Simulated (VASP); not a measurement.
Wanted: the native input for a VASP 6.6.1 run.

* Task: single point
* Functional: LDA
* Potentials or basis: VASP PAW LDA potentials, release 64 (Sn_d, O)
* Cutoff: 520 eV
* k mesh: 6 × 6 × 4
* Occupations: gaussian, width 0.1 eV
* Spin: no spin polarisation
* Dipole correction: no
* Further INCAR settings: ALGO = Normal; EDIFF = 1e-06; NBANDS = 49

The structure of SnO2 lies in POSCAR:

```
SnO2
1.0
    5.8949108503      0.0000000000      0.0000000000
   -2.9474554252      5.1051425494      0.0000000000
    0.0000000000      0.0000000000      6.5733280184
Sn O
3 6
Direct
    0.0000000000      0.5000000000      0.3333333333
    0.5000000000      0.5000000000      0.6666666667
    0.5000000000      0.0000000000      0.0000000000
    0.6071642333      0.8035821166      0.8333333333
    0.8035821166      0.6071642333      0.5000000000
    0.8035821166      0.1964178834      0.1666666667
    0.3928357667      0.1964178834      0.8333333333
    0.1964178834      0.3928357667      0.5000000000
    0.1964178834      0.8035821166      0.1666666667
```

One way to write it, as run:

INCAR

```
  PREC = Accurate
  ENCUT = 520
  EDIFF = 1E-6
  ISMEAR = 0
  SIGMA = 0.1
  LREAL = F
  LASPH = T
  NELM = 80
  ALGO = Normal
  ISIF = 2
  LWAVE = F
  LCHARG = F
  NBANDS = 49
```

KPOINTS

```
regular mesh
0
Gamma
  6 6 4
```

Potentials or basis: VASP PAW LDA potentials, release 64 (Sn_d, O).

Command:

```bash
$ cat potpaw_LDA.64/Sn_d/POTCAR potpaw_LDA.64/O/POTCAR > POTCAR
$ mpirun -np 1 vasp_std > vasp.out
```

Results of the run:

```yaml
Pressure: 0.5 GPa
Largest_force: 0.015 eV/Å
Band_gap_on_the_k_mesh: 2.03 eV, indirect (least direct gap 2.08 eV)
```

Caveat: spin-orbit coupling is left out, which moves the levels of the heavy elements.

Wall time 4.4 min on 1 thread of Intel(R) Xeon(R) 6975P-C (Granite Rapids) (shared host), peak memory 0.34 GiB.
